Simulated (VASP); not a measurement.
Set up this calculation in VASP 6.6.1, as the native input.

```
Task                   : single point
Functional             : r2SCAN
Potentials or basis    : VASP PAW PBE potentials, release 64 (In_d, O)
Cutoff                 : 520 eV
k mesh                 : 6 × 6 × 6
Occupations            : gaussian, width 0.02 eV
Spin                   : no spin polarisation
Dipole correction      : no
Further INCAR settings : ALGO = Normal; EDIFF = 1e-06; NBANDS = 55
```

In2O3:

```xyz
10
Lattice="2.8252 1.6311 5.0729 -2.8252 1.6311 5.0729 0.0000 -3.2622 5.0729" Properties=species:S:1:pos:R:3 pbc="T T T"
In    0.0000    0.0000    5.4066
In    0.0000    0.0000    2.2028
In    0.0000    0.0000    9.8121
In    0.0000    0.0000   13.0160
O    -1.1448    1.6311    8.8776
O    -0.8402   -1.8070    8.8776
O     1.9850    0.1759    8.8776
O     1.1448   -1.6311    6.3411
O     0.8402    1.8070    6.3411
O    -1.9850   -0.1759    6.3411
```

One way to write it, as run:

POSCAR

```
In2O3
1.0
    2.8251764711      1.6311163961      5.0729110508
   -2.8251764711      1.6311163961      5.0729110508
    0.0000000000     -3.2622327922      5.0729110508
In O
4 6
Direct
    0.3552587415      0.3552587415      0.3552587415
    0.1447412585      0.1447412585      0.1447412585
    0.6447412585      0.6447412585      0.6447412585
    0.8552587415      0.8552587415      0.8552587415
    0.5473941392      0.9526058608      0.2500000000
    0.2500000000      0.5473941392      0.9526058608
    0.9526058608      0.2500000000      0.5473941392
    0.4526058608      0.0473941392      0.7500000000
    0.7500000000      0.4526058608      0.0473941392
    0.0473941392      0.7500000000      0.4526058608
```

INCAR.step1

```
PREC = Accurate ; ENCUT = 520
ISMEAR = 0 ; SIGMA = 0.02
LREAL = False ; LASPH = True
NELM = 100 ; NBANDS = 55
GGA = PE ; ALGO = Normal
EDIFF = 1E-4 ; LWAVE = True
LCHARG = False
```

INCAR.step2

```
PREC = Accurate ; ENCUT = 520
EDIFF = 1E-6 ; ISMEAR = 0
SIGMA = 0.02 ; LREAL = False
LASPH = True ; NELM = 100
ALGO = Normal ; ISIF = 2
LWAVE = False ; LCHARG = False
METAGGA = R2SCAN ; LMIXTAU = True
NBANDS = 55 ; ISTART = 1
```

KPOINTS

```
regular mesh
0
Gamma
  6 6 6
```

Potentials or basis: VASP PAW PBE potentials, release 64 (In_d, O).

Command:

```console
$ cat potpaw_PBE.64/In_d/POTCAR potpaw_PBE.64/O/POTCAR > POTCAR
$ cp INCAR.step1 INCAR
$ mpirun -np 1 vasp_std > vasp.out
$ cp INCAR.step2 INCAR
$ mpirun -np 1 vasp_std > vasp.out
```

Results of the run:

```
Pressure               : -12.7 GPa
Largest force          : 0.005 eV/Å
Band gap on the k mesh : 1.17 eV (least direct gap 1.25 eV)
```

Caveat: the cell stands under tension; the PAW data sets were made with another functional, which shifts forces and pressure a little; spin-orbit coupling is left out, which moves the levels of the heavy elements.

Wall time 12 min on 1 thread of Intel(R) Xeon(R) 6975P-C (Granite Rapids) (shared host), peak memory 0.46 GiB.
